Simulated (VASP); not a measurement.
A run of VASP 6.6.1 is set up as follows.

File INCAR:

```
SYSTEM = Al3BAs4
ALGO = Normal
EDIFF = 1E-7
ENCUT = 520
GGA = PE
ISIF = 2
ISMEAR = 0
LASPH = .TRUE.
LCHARG = .FALSE.
LREAL = .FALSE.
LWAVE = .FALSE.
NBANDS = 26
NELM = 80
PREC = Accurate
SIGMA = 0.1
```

Contents of KPOINTS:

```
k-points
0
G
  4 4 4
  0 0 0
```

POSCAR

```
Al3BAs4
1.0
    3.7575467500      0.0000000000      0.0000000000
    0.0000000000      3.7575467500      5.3139735700
    0.0000000000     -3.7575467500      5.3139735700
Al B As
3 1 4
Direct
    0.0000000000      0.0000000000      0.5000000000
    0.5000000000      0.5000000000      0.5000000000
    0.0000000000      0.5000000000      0.0000000000
    0.5000000000      0.0000000000      0.0000000000
    0.5000000000      0.1250000000      0.6250000000
    0.0000000000      0.1250000000      0.1250000000
    0.0000000000      0.6250000000      0.6250000000
    0.5000000000      0.6250000000      0.1250000000
```

Potentials or basis: VASP PAW PBE potentials, release 64 (Al, B, As).

Run with:

```sh
$ cat potpaw_PBE.64/Al/POTCAR potpaw_PBE.64/B/POTCAR potpaw_PBE.64/As/POTCAR > POTCAR
$ mpirun -np 1 vasp_std > vasp.out
```

(1) Predict the pressure.

(2) Predict the largest force.

(3) Predict the band gap on the k mesh.

## Answers

(1) 14.0 GPa.

(2) 3.402 eV/Å.

(3) 0.76 eV, indirect (least direct gap 0.85 eV).

Caveat: forces of over 1 eV/Å act on the atoms, so gaps and moduli don't describe the material at rest.
